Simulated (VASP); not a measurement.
Runs of VASP 6.6.1 on In. The structure is that of space group Im-3m (No. 229), or close to it. The cells are those of the table. 

| task | level | potentials or basis | cell | k mesh | cutoff (eV) | smearing | grid for exact exchange (PRECFOCK) | gap on the mesh (eV) | pressure (GPa) |
| --- | --- | --- | --- | --- | --- | --- | --- | --- | --- |
| relaxation of cell and atoms | PBEsol | VASP PAW PBE potentials, release 64 (In_d) | relaxed to 10 GPa from a = 3.261 Å, angles 109.5°, 1 atom | 10 × 10 × 10 | 600 | fermi-dirac 0.05 eV | - | none | 10.0 |
| single point | PBE | VASP PAW PBE potentials, release 64 (In_d) | a = 3.261 Å, angles 109.5°, 1 atom | 10 × 10 × 10 | 520 | gaussian 0.015 eV | - | none | 1.5 |
| single point | PBE0 | VASP PAW PBE potentials, release 64 (In_d) | a = 3.261 Å, angles 109.5°, 1 atom | 6 × 6 × 6 | 520 | fermi-dirac 0.05 eV | Normal | none | (a) |
| single point | LDA | VASP PAW LDA potentials, release 64 (In_d) | a = 3.194 Å, angles 109.5°, 1 atom | 10 × 10 × 10 | 520 | fermi-dirac 0.05 eV | - | none | -0.5 |
| single point | PBE | VASP PAW PBE potentials, release 64 (In_d) | a = 3.261 Å, angles 109.5°, 1 atom | 10 × 10 × 10 | 520 | gaussian 0.014 eV | - | none | 1.5 |

Alike in all rows: no spin polarisation.

Question: Fill in the values left out.

Answer: (a) -0.8.

Caveats: some runs use coarse meshes; spin-orbit coupling is left out, which moves the levels of the heavy elements; the PAW data sets were made with another functional, which shifts forces and pressure a little (some runs); the cell is relaxed towards a set pressure, so the enthalpy falls and the energy may rise (some runs).

A k mesh can miss the band edges, and the runs leave out spin-orbit coupling on In.

A gap of «none» marks levels without a gap at the run's occupations.
